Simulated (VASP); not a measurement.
# InP (Fm-3m) in VASP: notebook, part 2 of 2

VASP 6.6.1. The steps go on from the part before.

**4. Single point, PBE**

INCAR reads:

```
SYSTEM = InP
PREC = Accurate
ENCUT = 520
EDIFF = 1E-6
ISMEAR = -1
SIGMA = 0.05
LREAL = .False.
LASPH = .True.
NELM = 80
ALGO = Normal
ISIF = 2
LWAVE = .False.
LCHARG = .False.
GGA = PE
NBANDS = 16
```

KPOINTS reads:

```
regular mesh
0
Gamma
  8 8 8
  0 0 0
```

POSCAR reads:

```
InP
1.0
    0.0000000000      2.7688340000      2.7688340000
    2.7688340000      0.0000000000      2.7688340000
    2.7688340000      2.7688340000      0.0000000000
In P
1 1
Direct
    0.0000000000      0.0000000000      0.0000000000
    0.5000000000      0.5000000000      0.5000000000
```

Potentials or basis: VASP PAW PBE potentials, release 64 (In_d, P).

Launch:

```sh
> cat potpaw_PBE.64/In_d/POTCAR potpaw_PBE.64/P/POTCAR > POTCAR
> mpirun -np 1 vasp_std > vasp.out
```

OUTCAR:

```text
SYSTEM = InP
   PREC = Accurate
   ENCUT = 520
   EDIFF = 1E-6
   ISMEAR = -1
   LREAL = .False.
   LASPH = .True.
   NELM = 80
   ISIF = 2
   GGA = PE

 ion  position               nearest neighbor table
   1  0.000  0.000  0.000-   2 2.77   2 2.77   2 2.77   2 2.77   2 2.77   2 2.77
   2  0.500  0.500  0.500-   1 2.77   1 2.77   1 2.77   1 2.77   1 2.77   1 2.77

  LATTYP: Found a face centered cubic cell.
 ALAT       =     5.5376680000

  Lattice vectors:

[... 192 lines left out ...]
      6      -4.9629      2.00000
[... 433 lines left out ...]
      3      -7.1700      2.00000
      4      -7.1360      2.00000
      5      -7.0949      2.00000
      6      -2.3783      2.00000
[... 8 lines left out ...]
     15      17.1224      0.00000
     16      19.8088      0.00000

 [... further k-points ...]
[... 5 lines left out ...]
  --------------------------------------------------------------------------------------
  -------------------------------------------------------------------------------------
  Total       -0.0204642     -0.0204642     -0.0204642      0.0000000      0.0000000     -0.0000000
  in kB       -0.7722982     -0.7722982     -0.7722982      0.0000000      0.0000000     -0.0000000
  external PRESSURE =      -0.7722982 kB  Pullay stress =       0.0000000 kB

 VOLUME and BASIS-vectors are now :
 -----------------------------------------------------------------------------
  energy-cutoff  :      520.00
  volume of cell :       42.45
      direct lattice vectors                 reciprocal lattice vectors
     0.000000000  2.768834000  2.768834000    -0.180581429  0.180581429  0.180581429
     2.768834000  0.000000000  2.768834000     0.180581429 -0.180581429  0.180581429
     2.768834000  2.768834000  0.000000000     0.180581429  0.180581429 -0.180581429

 POSITION                                       TOTAL-FORCE (eV/Angst)
 -----------------------------------------------------------------------------------
      0.00000      0.00000      0.00000        -0.000000     -0.000000     -0.000000
      2.76883      2.76883      2.76883         0.000000      0.000000      0.000000
 -----------------------------------------------------------------------------------
    total drift:                               -0.000000      0.000000      0.000000

  FREE ENERGIE OF THE ION-ELECTRON SYSTEM (eV)
  ---------------------------------------------------
  free  energy   TOTEN  =        -7.9141026958 eV

  energy  without entropy=       -7.9024529628  energy(sigma->0) =       -7.90827783
```

stdout:

```text
POSCAR found type information on POSCAR InP
 POSCAR found :  2 types and       2 ions
 scaLAPACK will be used
 LDA part: xc-table for (Slater+PW92), standard interpolation
 POSCAR, INCAR and KPOINTS ok, starting setup
 FFT: planning ... GRIDC
 FFT: planning ... GRID_SOFT
 FFT: planning ... GRID
 WAVECAR not read
 entering main loop
```

It took 17 s on 1 thread of Intel Xeon Platinum 8488C (Sapphire Rapids), shared host; peak memory 0.17 GiB.

What came out:

```yaml
Free_energy: -7.9141 eV
Pressure: -0.1 GPa
Band_gap_on_the_k_mesh: zero (band 9 reaches 7.34 eV, above the bottom of band 10 at 4.72 eV)
```

Levels at points of the mesh, in eV from the Fermi level:
```csv
k point,band 5,band 6,band 7,band 8,band 9,band 10,band 11,band 12,band 13,band 14
"(0.00, 0.00, 0.00)",-14.33,-12.11,-0.37,-0.37,-0.37,0.43,7.00,7.00,7.00,8.37
"(0.50, 0.00, 0.00)",-14.25,-10.03,-6.74,0.05,0.05,2.39,3.30,3.30,5.09,11.01
"(0.50, 0.50, 0.00)",-14.21,-8.93,-5.04,-2.61,-2.43,-2.43,3.74,9.77,9.77,10.07
```

Caveat: spin-orbit coupling is left out, which moves the levels of the heavy elements.

**5. Single point, LDA**

INCAR reads:

```
SYSTEM = InP
ALGO = Normal
EDIFF = 1E-6
ENCUT = 520
ISIF = 2
ISMEAR = -1
LASPH = .TRUE.
LCHARG = .FALSE.
LREAL = .FALSE.
LWAVE = .FALSE.
NBANDS = 16
NELM = 100
PREC = Accurate
SIGMA = 0.05
```

KPOINTS reads:

```
k-points
0
G
  8 8 8
  0 0 0
```

POSCAR is that of step 4.

Potentials or basis: VASP PAW LDA potentials, release 64 (In_d, P).

Launch:

```sh
> cat potpaw_LDA.64/In_d/POTCAR potpaw_LDA.64/P/POTCAR > POTCAR
> mpirun -np 1 vasp_std > vasp.out
```

OUTCAR:

```text
SYSTEM = InP
   EDIFF = 1E-6
   ENCUT = 520
   ISIF = 2
   ISMEAR = -1
   LASPH = .TRUE.
   LREAL = .FALSE.
   NELM = 100
   PREC = Accurate

 ion  position               nearest neighbor table
   1  0.000  0.000  0.000-   2 2.77   2 2.77   2 2.77   2 2.77   2 2.77   2 2.77
   2  0.500  0.500  0.500-   1 2.77   1 2.77   1 2.77   1 2.77   1 2.77   1 2.77

  LATTYP: Found a face centered cubic cell.
 ALAT       =     5.5376680000

  Lattice vectors:

 A1 = (   0.0000000000,   2.7688340000,   2.7688340000)
 A2 = (   2.7688340000,   0.0000000000,   2.7688340000)
 A3 = (   2.7688340000,   2.7688340000,   0.0000000000)

Analysis of symmetry for initial positions (statically):
=====================================================================
 Subroutine PRICEL returns:
 Original cell was already a primitive cell.

 Routine SETGRP: Setting up the symmetry group for a
 face centered cubic supercell.

 Subroutine GETGRP returns: Found 48 space group operations
 (whereof 48 operations were pure point group operations)
 out of a pool of 48 trial point group operations.

The static configuration has the point symmetry O_h .

Analysis of symmetry for dynamics (positions and initial velocities):
=====================================================================
 Subroutine PRICEL returns:
 Original cell was already a primitive cell.

 Routine SETGRP: Setting up the symmetry group for a
 face centered cubic supercell.

 Subroutine GETGRP returns: Found 48 space group operations
 (whereof 48 operations were pure point group operations)
 out of a pool of 48 trial point group operations.

The dynamic configuration has the point symmetry O_h .

 Subroutine INISYM returns: Found 48 space group operations
 (whereof 48 operations are pure point group operations),
 and found     1 'primitive' translations

----------------------------------------------------------------------------------------

                                     Primitive cell

  volume of cell :      42.4542

  direct lattice vectors                    reciprocal lattice vectors
     0.000000000  2.768834000  2.768834000    -0.180581429  0.180581429  0.180581429
     2.768834000  0.000000000  2.768834000     0.180581429 -0.180581429  0.180581429
     2.768834000  2.768834000  0.000000000     0.180581429  0.180581429 -0.180581429

  length of vectors
     3.915722595  3.915722595  3.915722595     0.312776210  0.312776210  0.312776210

  position of ions in fractional coordinates (direct lattice)
     0.000000000  0.000000000  0.000000000
     0.500000000  0.500000000  0.500000000

  ion indices of the primitive-cell ions
   primitive index   ion index
                 1           1
                 2           2

----------------------------------------------------------------------------------------

 KPOINTS: k-points

Automatic generation of k-mesh.
 Grid dimensions read from file:
 generate k-points for:    8    8    8

 Generating k-lattice:

  Cartesian coordinates                     Fractional coordinates (reciprocal lattice)
    -0.022572679  0.022572679  0.022572679     0.125000000  0.000000000  0.000000000
     0.022572679 -0.022572679  0.022572679     0.000000000  0.125000000  0.000000000
     0.022572679  0.022572679 -0.022572679     0.000000000  0.000000000  0.125000000

  Length of vectors
     0.039097026  0.039097026  0.039097026

  Shift w.r.t. Gamma in fractional coordinates (k-lattice)
     0.000000000  0.000000000  0.000000000

 Subroutine IBZKPT returns following result:
 ===========================================

 Found     29 irreducible k-points:

 Following reciprocal coordinates:
            Coordinates               Weight
  0.000000  0.000000  0.000000      1.000000
  0.125000  0.000000  0.000000      8.000000
  0.250000  0.000000  0.000000      8.000000
  0.375000  0.000000  0.000000      8.000000
  0.500000  0.000000  0.000000      4.000000
  0.125000  0.125000  0.000000      6.000000
[... 16 lines left out ...]
  0.500000  0.250000  0.125000     48.000000
 -0.375000  0.250000  0.125000     24.000000
 [... further k-points ...]
   k-points           NKPTS =     29   k-points in BZ     NKDIM =     29   number of bands    NBANDS=     16
   number of dos      NEDOS =    301   number of ions     NIONS =      2
   total plane-waves  NPLWV =  27000
   dimension x,y,z NGX =    30 NGY =   30 NGZ =   30
   dimension x,y,z NGXF=    60 NGYF=   60 NGZF=   60
   ions per type =               1   1
   NGX,Y,Z   is equivalent  to a cutoff of  12.74, 12.74, 12.74 a.u.
   NGXF,Y,Z  is equivalent  to a cutoff of  25.47, 25.47, 25.47 a.u.
 SYSTEM =  InP
   PREC   = accura    normal or accurate (medium, high low for compatibility)
   ISTART =      0    job   : 0-new  1-cont  2-samecut
   ICHARG =      2    charge: 1-file 2-atom 10-const
   ISPIN  =      1    spin polarized calculation?
   LNONCOLLINEAR =      F non collinear calculations
   LSORBIT =      F    spin-orbit coupling
   LASPH  =      T    aspherical Exc in radial PAW
   ENCUT  =  520.0 eV  38.22 Ry    6.18 a.u.   7.28  7.28  7.28*2*pi/ulx,y,z
   NELM   =    100;   NELMIN=  2; NELMDL= -5     # of ELM steps
   EDIFF  = 0.1E-05   stopping-criterion for ELM
   LREAL  =      F    real-space projection
   EDIFFG = 0.1E-04   stopping-criterion for IOM
   NSW    =      0    number of steps for IOM
   IBRION =     -1    ionic relax: 0-MD 1-quasi-New 2-CG
   NFREE  =      0    steps in history (QN), initial steepest desc. (CG)
   ISIF   =      2    stress and relaxation
   ISYM   =      2    0-nonsym 1-usesym 2-fastsym
   POTIM  = 0.5000    time-step for ionic-motion
   TEBEG  =    0.0;   TEEND  =   0.0 temperature during run
   PSTRESS=    0.0 pullay stress
   NELECT =      18.0000    total number of electrons
   NUPDOWN=      -1.0000    fix difference up-down
   EMIN   =  10.00;   EMAX   =-10.00  energy-range for DOS
   EFERMI =   0.00;   METHOD = LEGACY
   ISMEAR =    -1;   SIGMA  =   0.05  broadening in eV -4-tet -1-fermi 0-gaus
   EFERMI_NEDOS =   21; number of points for ismear=-14 and -15
   IALGO  =     38    algorithm
   IMIX   =      4    mixing-type and parameters
     AMIX     =   0.40;   BMIX     =  1.00
     AMIX_MAG =   1.60;   BMIX_MAG =  1.00
  volume/ion in A,a.u.               =      21.23       143.25
  Fermi-wavevector in a.u.,A,eV,Ry     =   1.229869  2.324115 20.579860  1.512577
  Thomas-Fermi vector in A             =   2.364739
   LORBIT       =      0    0 simple, 1 ext, 2 COOP (PROOUT), +10 PAW based schemes
   GGA     = CA    functional components
   LHFCALC =     F    Hartree Fock is set to
   AEXX    =    0.0000 exact exchange contribution
   IVDW    =     0    specifies the selected vdW correction
   LEPSILON=     F    determine dielectric tensor
   LRPA    =     F    only Hartree local field effects (RPA)
 non-spin polarized calculation
  energy-cutoff  :      520.00
  volume of cell :       42.45
 maximum number of plane-waves:      1162
 NGX is ok and might be reduce to    30
   NGX = 15   NGY = 15   NGZ = 15

 number of electron      18.0000009 magnetization

 Free energy of the ion-electron system (eV)
  ---------------------------------------------------
  ext. energy  EPLUGINS =         0.00000000
  ---------------------------------------------------
  free energy    TOTEN  =        -9.27023660 eV

  energy without entropy =       -9.25660743  energy(sigma->0) =       -9.26342202

 E-fermi :   6.9208     XC(G=0): -10.6396

 val. band max:        6.9186778475   @ k =   0.3750   0.0000   0.0000
 cond. band min:       6.9413214898   @ k =   0.3750   0.2500   0.0000
 fundamental gap:      0.0226436422
 Fermi energy:         6.9208229722

 k-point     1 :       0.0000    0.0000    0.0000
  band No.  band energies     occupation
      1      -7.3191      2.00000
      2      -7.3191      2.00000
      3      -7.2952      2.00000
      4      -7.2952      2.00000
      5      -7.2952      2.00000
      6      -5.1557      2.00000
[... 8 lines left out ...]
     15      15.1409      0.00000
     16      15.1409      0.00000

 k-point     2 :       0.1250    0.0000    0.0000
  band No.  band energies     occupation
      1      -7.3266      2.00000
      2      -7.3266      2.00000
      3      -7.2957      2.00000
      4      -7.2846      2.00000
      5      -7.2846      2.00000
      6      -4.9602      2.00000
[... 8 lines left out ...]
     15      14.6378      0.00000
     16      15.0813      0.00000
[... 387 lines left out ...]
      5      -7.2143      2.00000
      6      -3.0372      2.00000
[... 8 lines left out ...]
     15      18.1152      0.00000
     16      19.1235      0.00000

 k-point    24 :      -0.3750    0.2500    0.1250
  band No.  band energies     occupation
      1      -7.4639      2.00000
      2      -7.3505      2.00000
      3      -7.2816      2.00000
      4      -7.2462      2.00000
      5      -7.2038      2.00000
      6      -2.5334      2.00000
[... 8 lines left out ...]
     15      16.8965      0.00000
     16      19.5788      0.00000

 [... further k-points ...]
[... 5 lines left out ...]
  --------------------------------------------------------------------------------------
  -------------------------------------------------------------------------------------
  Total       -1.3452894     -1.3452894     -1.3452894     -0.0000000     -0.0000000      0.0000000
  in kB      -50.7698128    -50.7698128    -50.7698128     -0.0000000     -0.0000000      0.0000000
  external PRESSURE =     -50.7698128 kB  Pullay stress =       0.0000000 kB

 VOLUME and BASIS-vectors are now :
 -----------------------------------------------------------------------------
  energy-cutoff  :      520.00
  volume of cell :       42.45
      direct lattice vectors                 reciprocal lattice vectors
     0.000000000  2.768834000  2.768834000    -0.180581429  0.180581429  0.180581429
     2.768834000  0.000000000  2.768834000     0.180581429 -0.180581429  0.180581429
     2.768834000  2.768834000  0.000000000     0.180581429  0.180581429 -0.180581429

 POSITION                                       TOTAL-FORCE (eV/Angst)
 -----------------------------------------------------------------------------------
      0.00000      0.00000      0.00000         0.000000      0.000000     -0.000000
      2.76883      2.76883      2.76883        -0.000000      0.000000      0.000000
 -----------------------------------------------------------------------------------
    total drift:                               -0.000000      0.000000      0.000000

  FREE ENERGIE OF THE ION-ELECTRON SYSTEM (eV)
  ---------------------------------------------------
  free  energy   TOTEN  =        -9.2702366009 eV

  energy  without entropy=       -9.2566074322  energy(sigma->0) =       -9.26342202
```

stdout:

```text
POSCAR found type information on POSCAR InP
 POSCAR found :  2 types and       2 ions
 scaLAPACK will be used
 LDA part: xc-table for (Slater(with rela. corr.)+CA(PZ))
 , standard interpolation
 POSCAR, INCAR and KPOINTS ok, starting setup
 FFT: planning ... GRIDC
 FFT: planning ... GRID_SOFT
 FFT: planning ... GRID
 WAVECAR not read
 entering main loop
```

It took 16 s on 1 thread of Intel Xeon Platinum 8488C (Sapphire Rapids), shared host; peak memory 0.15 GiB.

Results:

| Property | Result |
| --- | --- |
| Free energy | -9.2702 eV |
| Pressure | -5.1 GPa |
| Band gap on the k mesh | zero (band 9 reaches 7.17 eV, above the bottom of band 10 at 4.51 eV) |

Caveat: spin-orbit coupling is left out, which moves the levels of the heavy elements.

**6. Summary**

```csv
level,potentials or basis,smearing,gap on the mesh (eV),pressure (GPa)
PBE,"VASP PAW PBE potentials, release 64 (In_d, P)",gaussian 0.011 eV,none,-0.1
PBE,"VASP PAW PBE potentials, release 64 (In_d, P)",fermi-dirac 0.05 eV,none,-0.1
LDA,"VASP PAW LDA potentials, release 64 (In_d, P)",fermi-dirac 0.05 eV,none,-5.1
```

Alike in all rows: task single point; no spin polarisation; cell as given; k mesh 8 × 8 × 8; cutoff (eV) 520.

Caveats: spin-orbit coupling is left out, which moves the levels of the heavy elements.

Total energies depend on the potentials used, so only differences within one code and one set of settings carry meaning.
